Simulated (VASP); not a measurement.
**Bi3B5: single point with PBE**

Bi3B5:

```
CELL_PARAMETERS angstrom
-3.16947 3.16947 3.16947
3.16947 -3.16947 3.16947
3.16947 3.16947 -3.16947
ATOMIC_POSITIONS crystal
B 0.00000 0.00000 0.00000
B 0.00000 0.00000 0.50000
B 0.00000 0.50000 0.00000
B 0.50000 0.00000 0.00000
B 0.50000 0.50000 0.50000
Bi 0.00000 0.50000 0.50000
Bi 0.50000 0.50000 0.00000
Bi 0.50000 0.00000 0.50000
```

```json
{
  "Program": "VASP 6.6.1",
  "Task": "single point",
  "Functional": "PBE",
  "Potentials or basis": "VASP PAW PBE potentials, release 64 (B, Bi_d)",
  "Cutoff": "520 eV",
  "k mesh": "4 × 4 × 4",
  "Occupations": "gaussian, width 0.1 eV",
  "Spin": "no spin polarisation",
  "Dipole correction": "no",
  "Further INCAR settings": "ALGO = Normal; EDIFF = 1e-06; NBANDS = 40"
}
```

```yaml
Pressure: 3.1 GPa
Band_gap_on_the_k_mesh: zero (band 30 reaches 10.25 eV, above the bottom of band 31 at 5.95 eV)
```

Levels at points of the mesh, in eV from the Fermi level:
| k point | band 26 | band 27 | band 28 | band 29 | band 30 | band 31 | band 32 | band 33 | band 34 | band 35 |
| --- | --- | --- | --- | --- | --- | --- | --- | --- | --- | --- |
| (0.00, 0.00, 0.00) | -5.05 | -5.05 | -5.05 | -1.06 | -0.53 | -0.53 | -0.53 | 2.48 | 2.48 | 3.43 |
| (0.50, 0.00, 0.00) | -1.76 | -1.62 | -1.56 | -1.22 | -0.16 | 0.10 | 0.11 | 0.29 | 1.18 | 1.20 |
| (0.50, 0.50, 0.50) | -1.94 | -1.31 | -1.31 | -1.31 | 2.17 | 2.17 | 2.17 | 2.56 | 2.56 | 2.56 |

It took 49 s on 1 thread of AMD EPYC 9R45 (Zen 5), on a shared host, peak memory 0.22 GiB.

Caveat: spin-orbit coupling is left out, which moves the levels of the heavy elements.
